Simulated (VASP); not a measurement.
# Eu (Im-3m) in VASP: further runs

Runs on Eu. Level: LDA. Tasks: single point.

Everything below comes from runs of VASP 6.6.1. Logs are shortened: lines on timing, memory, paths and dates and some standing lists are left out, and cuts for length are marked.

### 1 The cell of the first run

The structure is cubic, space group Im-3m (No. 229). Conventional cell: a = 4.109 Å, b = 4.109 Å, c = 4.109 Å, α = 90.00°, β = 90.00°, γ = 90.00°. Eu (site symmetry m-3m) has 14 Eu at 3.56 to 4.11 Å within 4.7 Å.

### 2 Single point, LDA, collinear spin, ferromagnetic start

INCAR

```
SYSTEM = Eu
  ALGO = Normal
  EDIFF = 1E-6
  ENCUT = 520
  GGA = CA
  ISIF = 2
  ISMEAR = -1
  ISPIN = 2
  LASPH = .True.
  LCHARG = .True.
  LELF = .True.
  LMAXMIX = 6
  LORBIT = 11
  LREAL = .False.
  LVHAR = .True.
  LWAVE = .False.
  MAGMOM = 6.925
  NBANDS = 18
  NELM = 150
  PREC = Accurate
  SIGMA = 0.05
```

KPOINTS

```
k-points
0
Gamma
  5 5 5
  0 0 0
```

POSCAR

```
Eu
1.0
   -2.0544259245      2.0544259245      2.0544259245
    2.0544259245     -2.0544259245      2.0544259245
    2.0544259245      2.0544259245     -2.0544259245
Eu
1
Direct
    0.0000000000      0.0000000000      0.0000000000
```

Potentials or basis: VASP PAW PBE potentials, release 64 (Eu).

On the command line:

```sh
> cat potpaw_PBE.64/Eu/POTCAR > POTCAR
> mpirun -np 1 vasp_std > vasp.out
```

OUTCAR:

```text
SYSTEM = Eu
   EDIFF = 1E-6
   ENCUT = 520
   GGA = CA
   ISIF = 2
   ISMEAR = -1
   ISPIN = 2
   LASPH = .True.
   LORBIT = 11
   LREAL = .False.
   NELM = 150
   PREC = Accurate

 ion  position               nearest neighbor table
   1  0.000  0.000  0.000-

  LATTYP: Found a body centered cubic cell.
 ALAT       =     4.1088518490

  Lattice vectors:

 A1 = (  -2.0544259245,   2.0544259245,   2.0544259245)
 A2 = (   2.0544259245,  -2.0544259245,   2.0544259245)
 A3 = (   2.0544259245,   2.0544259245,  -2.0544259245)

Analysis of symmetry for initial positions (statically):
=====================================================================
 Subroutine PRICEL returns:
 Original cell was already a primitive cell.

 Routine SETGRP: Setting up the symmetry group for a
 body centered cubic supercell.

 Subroutine GETGRP returns: Found 48 space group operations
 (whereof 48 operations were pure point group operations)
 out of a pool of 48 trial point group operations.

The static configuration has the point symmetry O_h .

Analysis of symmetry for dynamics (positions and initial velocities):
=====================================================================
 Subroutine PRICEL returns:
 Original cell was already a primitive cell.

 Routine SETGRP: Setting up the symmetry group for a
 body centered cubic supercell.

 Subroutine GETGRP returns: Found 48 space group operations
 (whereof 48 operations were pure point group operations)
 out of a pool of 48 trial point group operations.

The dynamic configuration has the point symmetry O_h .

Analysis of structural, dynamic, and magnetic symmetry:
=====================================================================
 Subroutine PRICEL returns:
 Original cell was already a primitive cell.

 Routine SETGRP: Setting up the symmetry group for a
 body centered cubic supercell.

 Subroutine GETGRP returns: Found 48 space group operations
 (whereof 48 operations were pure point group operations)
 out of a pool of 48 trial point group operations.

The overall configuration has the point symmetry O_h .

 Subroutine INISYM returns: Found 48 space group operations
 (whereof 48 operations are pure point group operations),
 and found     1 'primitive' translations

----------------------------------------------------------------------------------------

                                     Primitive cell

  volume of cell :      34.6842

  direct lattice vectors                    reciprocal lattice vectors
    -2.054425924  2.054425924  2.054425924     0.000000000  0.243376991  0.243376991
     2.054425924 -2.054425924  2.054425924     0.243376991  0.000000000  0.243376991
     2.054425924  2.054425924 -2.054425924     0.243376991  0.243376991  0.000000000

  length of vectors
     3.558370082  3.558370082  3.558370082     0.344187042  0.344187042  0.344187042

  position of ions in fractional coordinates (direct lattice)
     0.000000000  0.000000000  0.000000000

  ion indices of the primitive-cell ions
   primitive index   ion index
                 1           1

----------------------------------------------------------------------------------------

 KPOINTS: k-points

Automatic generation of k-mesh.
 Grid dimensions read from file:
 generate k-points for:    5    5    5

 Generating k-lattice:

  Cartesian coordinates                     Fractional coordinates (reciprocal lattice)
     0.000000000  0.048675398  0.048675398     0.200000000  0.000000000  0.000000000
     0.048675398  0.000000000  0.048675398     0.000000000  0.200000000  0.000000000
     0.048675398  0.048675398  0.000000000     0.000000000  0.000000000  0.200000000

  Length of vectors
     0.068837408  0.068837408  0.068837408

  Shift w.r.t. Gamma in fractional coordinates (k-lattice)
     0.000000000  0.000000000  0.000000000

 Subroutine IBZKPT returns following result:
 ===========================================

 Found     10 irreducible k-points:

 Following reciprocal coordinates:
            Coordinates               Weight
  0.000000  0.000000  0.000000      1.000000
  0.200000  0.000000  0.000000     12.000000
  0.400000  0.000000  0.000000     12.000000
  0.200000  0.200000  0.000000     24.000000
  0.400000  0.200000  0.000000     24.000000
  0.200000  0.200000  0.200000      8.000000
 -0.200000  0.200000  0.200000      6.000000
 -0.400000  0.400000  0.200000     24.000000
 -0.400000 -0.400000  0.200000      8.000000
 -0.400000  0.400000  0.400000      6.000000
   k-points           NKPTS =     10   k-points in BZ     NKDIM =     10   number of bands    NBANDS=     18
   number of dos      NEDOS =    301   number of ions     NIONS =      1
   total plane-waves  NPLWV =  21952
   dimension x,y,z NGX =    28 NGY =   28 NGZ =   28
   dimension x,y,z NGXF=    56 NGYF=   56 NGZF=   56
   ions per type =               1
   NGX,Y,Z   is equivalent  to a cutoff of  13.08, 13.08, 13.08 a.u.
   NGXF,Y,Z  is equivalent  to a cutoff of  26.16, 26.16, 26.16 a.u.
 SYSTEM =  Eu
   PREC   = accura    normal or accurate (medium, high low for compatibility)
   ISTART =      0    job   : 0-new  1-cont  2-samecut
   ICHARG =      2    charge: 1-file 2-atom 10-const
   ISPIN  =      2    spin polarized calculation?
   LNONCOLLINEAR =      F non collinear calculations
   LSORBIT =      F    spin-orbit coupling
   LASPH  =      T    aspherical Exc in radial PAW
   ENCUT  =  520.0 eV  38.22 Ry    6.18 a.u.   6.62  6.62  6.62*2*pi/ulx,y,z
   NELM   =    150;   NELMIN=  2; NELMDL= -5     # of ELM steps
   EDIFF  = 0.1E-05   stopping-criterion for ELM
   LREAL  =      F    real-space projection
   EDIFFG = 0.1E-04   stopping-criterion for IOM
   NSW    =      0    number of steps for IOM
   IBRION =     -1    ionic relax: 0-MD 1-quasi-New 2-CG
   NFREE  =      0    steps in history (QN), initial steepest desc. (CG)
   ISIF   =      2    stress and relaxation
   ISYM   =      2    0-nonsym 1-usesym 2-fastsym
   POTIM  = 0.5000    time-step for ionic-motion
   TEBEG  =    0.0;   TEEND  =   0.0 temperature during run
   PSTRESS=    0.0 pullay stress
   NELECT =      17.0000    total number of electrons
   NUPDOWN=      -1.0000    fix difference up-down
   EMIN   =  10.00;   EMAX   =-10.00  energy-range for DOS
   EFERMI =   0.00;   METHOD = LEGACY
   ISMEAR =    -1;   SIGMA  =   0.05  broadening in eV -4-tet -1-fermi 0-gaus
   EFERMI_NEDOS =   21; number of points for ismear=-14 and -15
   IALGO  =     38    algorithm
   IMIX   =      4    mixing-type and parameters
     AMIX     =   0.40;   BMIX     =  1.00
     AMIX_MAG =   1.60;   BMIX_MAG =  1.00
  volume/ion in A,a.u.               =      34.68       234.06
  Fermi-wavevector in a.u.,A,eV,Ry     =   1.290765  2.439193 22.668331  1.666075
  Thomas-Fermi vector in A             =   2.422577
   LORBIT       =     11    0 simple, 1 ext, 2 COOP (PROOUT), +10 PAW based schemes
   GGA     = CA    functional components
   LHFCALC =     F    Hartree Fock is set to
   AEXX    =    0.0000 exact exchange contribution
   IVDW    =     0    specifies the selected vdW correction
   LEPSILON=     F    determine dielectric tensor
   LRPA    =     F    only Hartree local field effects (RPA)
 spin polarized calculation
  energy-cutoff  :      520.00
  volume of cell :       34.68
 maximum number of plane-waves:       959
   NGX = 13   NGY = 13   NGZ = 13

 number of electron      17.0000002 magnetization       7.1549609

 Free energy of the ion-electron system (eV)
  ---------------------------------------------------
  ext. energy  EPLUGINS =         0.00000000
  ---------------------------------------------------
  free energy    TOTEN  =       -11.42588211 eV

  energy without entropy =      -11.41829854  energy(sigma->0) =      -11.42209032

 E-fermi :   2.5845     XC(G=0):  -9.9417

 val. band max:        2.5600850856   @ k =   0.2000   0.2000   0.2000
 cond. band min:       2.7427053109   @ k =   0.2000   0.2000   0.2000
 fundamental gap:      0.1826202253
 Fermi energy:         2.5845301876

 spin component 1

 k-point     1 :       0.0000    0.0000    0.0000
  band No.  band energies     occupation
      1     -38.6589      1.00000
      2     -17.1551      1.00000
      3     -17.1551      1.00000
      4     -17.1551      1.00000
      5      -1.9358      1.00000
      6       1.9969      0.99999
[... 10 lines left out ...]
     17       6.6393      0.00000
     18      13.1516      0.00000

 k-point     2 :       0.2000    0.0000    0.0000
  band No.  band energies     occupation
      1     -38.6302      1.00000
      2     -17.4593      1.00000
      3     -17.2483      1.00000
      4     -17.1575      1.00000
      5      -0.8814      1.00000
      6       1.9783      0.99999
[... 10 lines left out ...]
     17       6.7437      0.00000
     18      13.7004      0.00000
[... 148 lines left out ...]
 k-point    10 :      -0.4000    0.4000    0.4000
  band No.  band energies     occupation
      1     -38.5258      1.00000
      2     -17.7269      1.00000
      3     -17.6696      1.00000
      4     -17.6696      1.00000
      5       1.2763      1.00000
      6       1.4099      1.00000
[... 10 lines left out ...]
     17       8.2387      0.00000
     18      11.7449      0.00000
 Fermi energy:         2.5845301876

 spin component 2

 k-point     1 :       0.0000    0.0000    0.0000
  band No.  band energies     occupation
      1     -35.8619      1.00000
      2     -14.9726      1.00000
      3     -14.9726      1.00000
      4     -14.9726      1.00000
      5      -1.2377      1.00000
      6       5.4457      0.00000
[... 10 lines left out ...]
     17       7.6797      0.00000
     18      14.1380      0.00000

 k-point     2 :       0.2000    0.0000    0.0000
  band No.  band energies     occupation
      1     -35.8262      1.00000
      2     -15.3452      1.00000
      3     -15.0836      1.00000
      4     -14.9764      1.00000
      5      -0.1333      1.00000
      6       4.5569      0.00000
[... 10 lines left out ...]
     17       7.9802      0.00000
     18      14.7245      0.00000
[... 148 lines left out ...]
 k-point    10 :      -0.4000    0.4000    0.4000
  band No.  band energies     occupation
      1     -35.6977      1.00000
      2     -15.6581      1.00000
      3     -15.5854      1.00000
      4     -15.5854      1.00000
      5       2.0752      0.99996
      6       2.1769      0.99971
[... 10 lines left out ...]
     17       9.5374      0.00000
     18      12.9503      0.00000

------------------------ aborting loop because EDIFF is reached ----------------------------------------

  FORCE on cell =-STRESS in cart. coord.  units (eV):
  Direction    XX          YY          ZZ          XY          YZ          ZX
  --------------------------------------------------------------------------------------
  -------------------------------------------------------------------------------------
  Total       -0.0528398     -0.0528398     -0.0528398      0.0000000      0.0000000     -0.0000000
  in kB       -2.4408473     -2.4408473     -2.4408473      0.0000000      0.0000000     -0.0000000
  external PRESSURE =      -2.4408473 kB  Pullay stress =       0.0000000 kB

 VOLUME and BASIS-vectors are now :
 -----------------------------------------------------------------------------
  energy-cutoff  :      520.00
  volume of cell :       34.68
      direct lattice vectors                 reciprocal lattice vectors
    -2.054425924  2.054425924  2.054425924     0.000000000  0.243376991  0.243376991
     2.054425924 -2.054425924  2.054425924     0.243376991  0.000000000  0.243376991
     2.054425924  2.054425924 -2.054425924     0.243376991  0.243376991  0.000000000

 POSITION                                       TOTAL-FORCE (eV/Angst)
 -----------------------------------------------------------------------------------
      0.00000      0.00000      0.00000         0.000000     -0.000000     -0.000000
 -----------------------------------------------------------------------------------
    total drift:                               -0.000000     -0.000000     -0.000000

  FREE ENERGIE OF THE ION-ELECTRON SYSTEM (eV)
  ---------------------------------------------------
  free  energy   TOTEN  =       -11.4258821063 eV

  energy  without entropy=      -11.4182985362  energy(sigma->0) =      -11.42209032

 total charge

# of ion       s       p       d       f       tot
--------------------------------------------------
    1        2.094   5.641   0.398   6.587  14.720

 magnetization (x)

# of ion       s       p       d       f       tot
--------------------------------------------------
    1        0.001  -0.065   0.131   6.581   6.647
```

Run time: 11 s. Hardware: 1 thread of Intel Xeon 6975P-C (Granite Rapids), shared host; peak memory 0.16 GiB.

Results:

* Free energy: -11.4259 eV
* Pressure: -0.2 GPa
* Net moment: 7.15 μB per cell
* Site moments: Eu +6.65 μB
* Valence electrons inside the program's atomic spheres: Eu 14.72

Levels at points of the mesh, in eV from the Fermi level:
Spin up:
```csv
k point,band 8,band 9,band 10,band 11,band 12,band 13,band 14,band 15,band 16,band 17
"(0.00, 0.00, 0.00)",-0.59,-0.32,-0.32,-0.32,-0.26,1.90,1.90,1.90,4.05,4.05
```
Spin down:
```
           k point  band 1  band 2  band 3  band 4  band 5  band 6  band 7  band 8  band 9  band 10
(0.00, 0.00, 0.00)  -38.45  -17.56  -17.56  -17.56   -3.82    2.86    2.86    2.86    3.49     3.49
```

Caveat: the k points lie up to 0.43 Å⁻¹ apart; the PAW data sets were made with another functional, which shifts forces and pressure a little; spin-orbit coupling is left out, which moves the levels of the heavy elements. The state reached can hang on the start; a lower one may exist.

[end of part 1 of 3]
